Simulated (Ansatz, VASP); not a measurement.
Two plane-wave programs on Mg

```
CELL_PARAMETERS angstrom
2.99368 0.00000 0.00000
0.00000 2.99368 0.00000
0.00000 0.00000 2.99368
ATOMIC_POSITIONS crystal
Mg 0.00000 0.00000 0.00000
```

Alike in both runs: functional r2SCAN; k mesh 11 × 11 × 11; occupations fermi-dirac, width 0.1 eV; no spin polarisation.

Ansatz relaxed the structure, and its values are those at the end. VASP's run is a single point on that final structure, the one shown.

```csv
,VASP,Ansatz
version,VASP 6.6.1,Ansatz 0.2.0
potentials or method,"VASP PAW PBE potentials, release 64 (Mg), cutoff 520 eV","plane waves (500 eV) with PAW, scalar-relativistic"
valence electrons in the cell,2,10
```

VASP gave:

```
pressure (GPa) : -0.1
```

Which values does Ansatz return?

Pressure (GPa): 0.0.

VASP's potentials were made for PBE, not for r2SCAN. VASP's potentials hold 2 valence electrons a cell and Ansatz's 10, so a difference there can come from the potentials and not from the codes.
